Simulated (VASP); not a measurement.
A run of VASP 6.6.1 is set up as follows.

The input INCAR:

```
PREC = Accurate
ENCUT = 520
EDIFF = 1E-6
ISMEAR = 0
SIGMA = 0.1
LREAL = False
LASPH = True
NELM = 150
ALGO = Normal
ISIF = 2
LWAVE = False
LCHARG = False
ISPIN = 2
MAGMOM = 0 0 1 1 1 1
LORBIT = 11
GGA = PE
NBANDS = 29
```

The input KPOINTS:

```
regular mesh
0
Gamma
  4 4 6
```

File POSCAR:

```
SiO2
1.0
    3.9869252741      0.0000000000      0.0000000000
    0.0000000000      5.9873081802      0.0000000000
    0.0000000000      0.0000000000      3.5850158785
Si O
2 4
Direct
    0.0000000000      0.5000000000      0.5000000000
    0.5000000000      0.0000000000      0.5000000000
    0.1899532613      0.4780498832      0.0000000000
    0.8100467387      0.5219501168      0.0000000000
    0.3100467387      0.9780498832      0.0000000000
    0.6899532613      0.0219501168      0.0000000000
```

Potentials or basis: VASP PAW PBE potentials, release 64 (Si, O).

Command:

```console
$ cat potpaw_PBE.64/Si/POTCAR potpaw_PBE.64/O/POTCAR > POTCAR
$ mpirun -np 1 vasp_std > vasp.out
```

**Question.** What does it give for the largest force?

**Answer.** 0.217 eV/Å.

**Question.** Predict the band gap on the k mesh.

**Answer.** Zero (filled and empty bands overlap).

**Question.** Estimate the net moment.

**Answer.** 0.00 μB per cell.

**Question.** What does it give for the pressure?

**Answer.** 0.4 GPa.

Stress tensor (GPa, compression positive):
```
 1.03  0.00  0.00
 0.00 -0.40  0.00
 0.00  0.00  0.66
```

Caveat: the k points lie up to 0.39 Å⁻¹ apart, too coarse for converged energies and pressures of a metal.
